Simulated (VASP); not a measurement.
# ScB2Sb3 (P6/mmm) in VASP: single point with PBE

Aim: the single point of ScB2Sb3 with PBE.

Everything below comes from runs of VASP 6.6.1. Logs are shortened: lines on timing, memory, paths and dates and some standing lists are left out, and cuts for length are marked.

**1. The cell of the first run**

Symmetry: P6/mmm, No. 191, hexagonal system. The conventional cell has a = 6.425 Å, b = 6.425 Å, c = 3.356 Å, α = 90.00°, β = 90.00°, γ = 120.00°. Within 4.4 Å of Sc (site symmetry 6/mmm) lie 2 Sc at 3.36 Å and 12 Sb at 3.62 Å and 6 B at 3.71 Å. Within 3.4 Å of B (site symmetry -6m2) lie 6 Sb at 2.50 Å and 2 B at 3.36 Å. Within 3.4 Å of Sb (site symmetry mmm) lie 4 B at 2.50 Å and 6 Sb at 3.21 to 3.36 Å.

**2. Single point, PBE**

POSCAR

```
ScB2Sb3
1.0
    6.4245641666     -0.0000000031      0.0000000000
   -3.2122820806      5.5638357780      0.0000000000
    0.0000000000      0.0000000000      3.3557524267
Sc B Sb
1 2 3
Direct
    0.0000000000      0.0000000000      0.0000000000
    0.3333333333      0.6666666667      0.0000000000
    0.6666666667      0.3333333333      0.0000000000
    0.5000000000      0.0000000000      0.5000000000
    0.5000000000      0.5000000000      0.5000000000
    0.0000000000      0.5000000000      0.5000000000
```

INCAR.step1

```
PREC     = Accurate       # precision mode
ENCUT    = 520            # plane-wave cutoff, eV
EDIFF    = 1E-6           # SCF threshold, eV
ISMEAR   = 0              # smearing method
SIGMA    = 0.1            # smearing width, eV
LREAL    = F              # projectors in reciprocal space
LASPH    = T              # aspherical terms in the spheres
NELM     = 100            # most SCF steps
ALGO     = Fast           # electronic algorithm
ISIF     = 2              # what is computed and relaxed
LWAVE    = F              # write WAVECAR
LCHARG   = T              # write CHGCAR
LMAXMIX  = 4              # l up to which the mixer works
GGA      = PE             # functional
NBANDS   = 25             # bands
```

KPOINTS.step1

```
regular mesh
0
Gamma
  6 6 10
```

INCAR.step2

```
PREC     = Accurate       # precision mode
ENCUT    = 520            # plane-wave cutoff, eV
EDIFF    = 1E-6           # SCF threshold, eV
ISMEAR   = -5             # smearing method
SIGMA    = 0.1            # smearing width, eV
LREAL    = F              # projectors in reciprocal space
LASPH    = T              # aspherical terms in the spheres
NELM     = 100            # most SCF steps
ALGO     = Fast           # electronic algorithm
ISIF     = 2              # what is computed and relaxed
LWAVE    = F              # write WAVECAR
LCHARG   = F              # write CHGCAR
LMAXMIX  = 4              # l up to which the mixer works
GGA      = PE             # functional
LORBIT   = 11             # projections on sites
NEDOS    = 2001           # points of the DOS
ICHARG   = 11             # starting density
```

KPOINTS.step2

```
regular mesh
0
Gamma
  9 9 15
```

Potentials or basis: VASP PAW PBE potentials, release 64 (Sc_sv, B, Sb).

On the command line:

```sh
$ cat potpaw_PBE.64/Sc_sv/POTCAR potpaw_PBE.64/B/POTCAR potpaw_PBE.64/Sb/POTCAR > POTCAR
$ cp INCAR.step1 INCAR
$ cp KPOINTS.step1 KPOINTS
$ mpirun -np 1 vasp_std > vasp.out
$ cp INCAR.step2 INCAR
$ cp KPOINTS.step2 KPOINTS
$ mpirun -np 1 vasp_std > vasp.out
```

OUTCAR:

```text
PREC = Accurate
   ENCUT = 520
   EDIFF = 1E-6
   ISMEAR = -5
   LREAL = F
   LASPH = T
   NELM = 100
   ISIF = 2
   GGA = PE
   LORBIT = 11
   ICHARG = 11

 ion  position               nearest neighbor table
   1  0.000  0.000  0.000-
   2  0.333  0.667  0.000-   4 2.50   4 2.50   6 2.50   6 2.50   5 2.50   5 2.50
   3  0.667  0.333  0.000-   4 2.50   4 2.50   6 2.50   6 2.50   5 2.50   5 2.50
   4  0.500  0.000  0.500-   2 2.50   3 2.50   2 2.50   3 2.50   5 3.21   5 3.21   6 3.21   6 3.21

   5  0.500  0.500  0.500-   2 2.50   3 2.50   2 2.50   3 2.50   4 3.21   4 3.21   6 3.21   6 3.21

   6  0.000  0.500  0.500-   2 2.50   3 2.50   2 2.50   3 2.50   4 3.21   4 3.21   5 3.21   5 3.21

  LATTYP: Found a hexagonal cell.
 ALAT       =     6.4245641666
 C/A-ratio  =     0.5223315294

  Lattice vectors:

 A1 = (   6.4245641666,  -0.0000000031,   0.0000000000)
 A2 = (  -3.2122820806,   5.5638357780,   0.0000000000)
 A3 = (   0.0000000000,   0.0000000000,   3.3557524267)

Analysis of symmetry for initial positions (statically):
=====================================================================
 Subroutine PRICEL returns:
 Original cell was already a primitive cell.

 Routine SETGRP: Setting up the symmetry group for a
 hexagonal supercell.

 Subroutine GETGRP returns: Found 24 space group operations
 (whereof 24 operations were pure point group operations)
 out of a pool of 24 trial point group operations.

The static configuration has the point symmetry D_6h.

Analysis of symmetry for dynamics (positions and initial velocities):
=====================================================================
 Subroutine PRICEL returns:
 Original cell was already a primitive cell.

 Routine SETGRP: Setting up the symmetry group for a
 hexagonal supercell.

 Subroutine GETGRP returns: Found 24 space group operations
 (whereof 24 operations were pure point group operations)
 out of a pool of 24 trial point group operations.

The dynamic configuration has the point symmetry D_6h.

 Subroutine INISYM returns: Found 24 space group operations
 (whereof 24 operations are pure point group operations),
 and found     1 'primitive' translations

----------------------------------------------------------------------------------------

                                     Primitive cell

  volume of cell :     119.9521

  direct lattice vectors                    reciprocal lattice vectors
     6.424564167 -0.000000003  0.000000000     0.155652582  0.089866060  0.000000000
    -3.212282081  5.563835778  0.000000000     0.000000000  0.179732120  0.000000000
     0.000000000  0.000000000  3.355752427     0.000000000  0.000000000  0.297995762

  length of vectors
     6.424564167  6.424564167  3.355752427     0.179732120  0.179732120  0.297995762

  position of ions in fractional coordinates (direct lattice)
     0.000000000  0.000000000  0.000000000
     0.333333333  0.666666667  0.000000000
     0.666666667  0.333333333  0.000000000
     0.500000000  0.000000000  0.500000000
     0.500000000  0.500000000  0.500000000
     0.000000000  0.500000000  0.500000000

  ion indices of the primitive-cell ions
   primitive index   ion index
                 1           1
                 2           2
                 3           3
                 4           4
                 5           5
                 6           6

----------------------------------------------------------------------------------------

 KPOINTS: regular mesh

Automatic generation of k-mesh.
 Grid dimensions read from file:
 generate k-points for:    9    9   15

 Generating k-lattice:

  Cartesian coordinates                     Fractional coordinates (reciprocal lattice)
     0.017294731  0.009985118  0.000000000     0.111111111  0.000000000  0.000000000
     0.000000000  0.019970236  0.000000000     0.000000000  0.111111111  0.000000000
     0.000000000  0.000000000  0.019866384     0.000000000  0.000000000  0.066666667

  Length of vectors
     0.019970236  0.019970236  0.019866384

  Shift w.r.t. Gamma in fractional coordinates (k-lattice)
     0.000000000  0.000000000  0.000000000

 TETIRR: Found   1191 inequivalent tetrahedra from     7290

 Subroutine IBZKPT returns following result:
 ===========================================

 Found     96 irreducible k-points:

 Following reciprocal coordinates:
            Coordinates               Weight
  0.000000  0.000000  0.000000      1.000000
  0.111111  0.000000  0.000000      6.000000
  0.222222  0.000000  0.000000      6.000000
  0.333333  0.000000  0.000000      6.000000
  0.444444  0.000000  0.000000      6.000000
  0.111111  0.111111  0.000000      6.000000
[... 16 lines left out ...]
  0.333333  0.222222  0.066667     24.000000
  0.333333  0.333333  0.066667      4.000000
 [... further k-points ...]
   k-points           NKPTS =     96   k-points in BZ     NKDIM =     96   number of bands    NBANDS=     20
   number of dos      NEDOS =   2001   number of ions     NIONS =      6
   total plane-waves  NPLWV =  64512
   dimension x,y,z NGX =    48 NGY =   48 NGZ =   28
   dimension x,y,z NGXF=    96 NGYF=   96 NGZF=   56
   ions per type =               1   2   3
   NGX,Y,Z   is equivalent  to a cutoff of  12.42, 12.42, 13.87 a.u.
   NGXF,Y,Z  is equivalent  to a cutoff of  24.84, 24.84, 27.74 a.u.
 SYSTEM =  unknown system
   PREC   = accura    normal or accurate (medium, high low for compatibility)
   ISTART =      0    job   : 0-new  1-cont  2-samecut
   ICHARG =     11    charge: 1-file 2-atom 10-const
   ISPIN  =      1    spin polarized calculation?
   LNONCOLLINEAR =      F non collinear calculations
   LSORBIT =      F    spin-orbit coupling
   LASPH  =      T    aspherical Exc in radial PAW
   ENCUT  =  520.0 eV  38.22 Ry    6.18 a.u.  11.95 11.95  6.24*2*pi/ulx,y,z
   NELM   =    100;   NELMIN=  2; NELMDL=  0     # of ELM steps
   EDIFF  = 0.1E-05   stopping-criterion for ELM
   LREAL  =      F    real-space projection
   EDIFFG = 0.1E-04   stopping-criterion for IOM
   NSW    =      0    number of steps for IOM
   IBRION =     -1    ionic relax: 0-MD 1-quasi-New 2-CG
   NFREE  =      0    steps in history (QN), initial steepest desc. (CG)
   ISIF   =      2    stress and relaxation
   ISYM   =      2    0-nonsym 1-usesym 2-fastsym
   POTIM  = 0.5000    time-step for ionic-motion
   TEBEG  =    0.0;   TEEND  =   0.0 temperature during run
   PSTRESS=    0.0 pullay stress
   NELECT =      32.0000    total number of electrons
   NUPDOWN=      -1.0000    fix difference up-down
   EMIN   =  10.00;   EMAX   =-10.00  energy-range for DOS
   EFERMI =   0.00;   METHOD = LEGACY
   ISMEAR =    -5;   SIGMA  =   0.10  broadening in eV -4-tet -1-fermi 0-gaus
   EFERMI_NEDOS =   21; number of points for ismear=-14 and -15
   IALGO  =     68    algorithm
   IMIX   =      4    mixing-type and parameters
     AMIX     =   0.40;   BMIX     =  1.00
     AMIX_MAG =   1.60;   BMIX_MAG =  1.00
  volume/ion in A,a.u.               =      19.99       134.91
  Fermi-wavevector in a.u.,A,eV,Ry     =   1.053874  1.991534 15.111328  1.110651
  Thomas-Fermi vector in A             =   2.189013
   LORBIT       =     11    0 simple, 1 ext, 2 COOP (PROOUT), +10 PAW based schemes
   GGA     = PE    functional components
   LHFCALC =     F    Hartree Fock is set to
   AEXX    =    0.0000 exact exchange contribution
   IVDW    =     0    specifies the selected vdW correction
   LEPSILON=     F    determine dielectric tensor
   LRPA    =     F    only Hartree local field effects (RPA)
 non-spin polarized calculation
 RMM-DIIS sequential band-by-band and
 Fermi weights with tetrahedron method with Bloechl corrections
  energy-cutoff  :      520.00
  volume of cell :      119.95
 maximum number of plane-waves:      3253
 NGX is ok and might be reduce to    48

 number of electron      31.9999996 magnetization

 Free energy of the ion-electron system (eV)
  ---------------------------------------------------
  ext. energy  EPLUGINS =         0.00000000
  ---------------------------------------------------
  free energy    TOTEN  =       -27.43003533 eV

  energy without entropy =      -27.43003533  energy(sigma->0) =      -27.43003533

 E-fermi :   7.4750     XC(G=0): -10.3273

 val. band max:        7.7863494799   @ k =   0.0000   0.0000   0.0667
 cond. band min:       7.3016657371   @ k =   0.3333   0.3333   0.3333
 fundamental gap:     -0.4846837428
 Fermi energy:         7.4750365172

 k-point     1 :       0.0000    0.0000    0.0000
  band No.  band energies     occupation
      1     -43.1537      2.00000
      2     -21.8119      2.00000
      3     -21.8118      2.00000
      4     -21.5495      2.00000
      5      -5.9960      2.00000
      6      -2.2865      2.00000
[... 12 lines left out ...]
     19       8.8757      0.00000
     20       9.2019      0.00000

 k-point     2 :       0.1111    0.0000    0.0000
  band No.  band energies     occupation
      1     -43.1537      2.00000
      2     -21.8119      2.00000
      3     -21.8119      2.00000
      4     -21.5495      2.00000
      5      -5.9488      2.00000
      6      -2.8353      2.00000
[... 12 lines left out ...]
     19       9.0749      0.00000
     20       9.1923      0.00000

 k-point     3 :       0.2222    0.0000    0.0000
  band No.  band energies     occupation
      1     -43.1537      2.00000
      2     -21.8119      2.00000
      3     -21.8119      2.00000
      4     -21.5495      2.00000
      5      -5.8104      2.00000
      6      -3.4858      2.00000
[... 12 lines left out ...]
     19       9.1571      0.00000
     20       9.2263      0.00000

 k-point     4 :       0.3333    0.0000    0.0000
  band No.  band energies     occupation
      1     -43.1537      2.00000
      2     -21.8120      2.00000
      3     -21.8119      2.00000
      4     -21.5495      2.00000
      5      -5.5955      2.00000
      6      -4.0515      2.00000
[... 429 lines left out ...]
 k-point    23 :       0.3333    0.2222    0.0667
  band No.  band energies     occupation
      1     -43.1531      2.00000
      2     -21.8113      2.00000
      3     -21.8113      2.00000
      4     -21.5560      2.00000
      5      -5.1615      2.00000
      6      -4.5889      2.00000
[... 12 lines left out ...]
     19       9.1759      0.00000
     20       9.3018      0.00000

 k-point    24 :       0.3333    0.3333    0.0667
  band No.  band energies     occupation
      1     -43.1531      2.00000
      2     -21.8113      2.00000
      3     -21.8113      2.00000
      4     -21.5560      2.00000
      5      -4.8902      2.00000
      6      -4.8902      2.00000
[... 12 lines left out ...]
     19       9.3713      0.00000
     20       9.3913      0.00000

 [... further k-points ...]
[... 5 lines left out ...]
  --------------------------------------------------------------------------------------
  -------------------------------------------------------------------------------------
  Total        0.2550566      0.2550566     -0.0567574      0.0000000     -0.0000000      0.0000000
  in kB        3.4067415      3.4067415     -0.7580975      0.0000000     -0.0000000      0.0000000
  external PRESSURE =       2.0184619 kB  Pullay stress =       0.0000000 kB

 VOLUME and BASIS-vectors are now :
 -----------------------------------------------------------------------------
  energy-cutoff  :      520.00
  volume of cell :      119.95
      direct lattice vectors                 reciprocal lattice vectors
     6.424564167 -0.000000003  0.000000000     0.155652582  0.089866060  0.000000000
    -3.212282081  5.563835778  0.000000000     0.000000000  0.179732120  0.000000000
     0.000000000  0.000000000  3.355752427     0.000000000  0.000000000  0.297995762

 POSITION                                       TOTAL-FORCE (eV/Angst)
 -----------------------------------------------------------------------------------
      0.00000      0.00000      0.00000        -0.000000      0.000000     -0.000000
      0.00000      3.70922      0.00000        -0.000000     -0.000000      0.000000
      3.21228      1.85461      0.00000         0.000000      0.000000     -0.000000
      3.21228     -0.00000      1.67788        -0.000000      0.000000     -0.000000
      1.60614      2.78192      1.67788        -0.000000      0.000000     -0.000000
     -1.60614      2.78192      1.67788        -0.000000      0.000000     -0.000000
 -----------------------------------------------------------------------------------
    total drift:                               -0.000000      0.000000     -0.000000

  FREE ENERGIE OF THE ION-ELECTRON SYSTEM (eV)
  ---------------------------------------------------
  free  energy   TOTEN  =       -27.4300353332 eV

  energy  without entropy=      -27.4300353332  energy(sigma->0) =      -27.43003533

 total charge

# of ion       s       p       d       tot
------------------------------------------
    1        2.176   6.028   0.982   9.186
    2        0.727   0.920   0.000   1.646
    3        0.727   0.920   0.000   1.646
    4        1.204   1.100   0.083   2.388
    5        1.204   1.100   0.083   2.388
    6        1.204   1.100   0.083   2.388
--------------------------------------------------
tot          7.242  11.168   1.232  19.642
```

Run time: 11 min. Hardware: 1 thread of Oxide Virtual Turin-like, shared host; peak memory 0.38 GiB.

Results:

* Valence electrons inside the program's atomic spheres: Sc 9.19; B 1.65; Sb 2.39

Levels at points of the mesh, in eV from the Fermi level:
| k point | band 12 | band 13 | band 14 | band 15 | band 16 | band 17 | band 18 | band 19 | band 20 |
| --- | --- | --- | --- | --- | --- | --- | --- | --- | --- |
| (0.00, 0.00, 0.00) | -1.89 | 0.29 | 0.31 | 0.31 | 0.98 | 0.98 | 1.05 | 1.40 | 1.73 |

Caveat: spin-orbit coupling is left out, which moves the levels of the heavy elements.
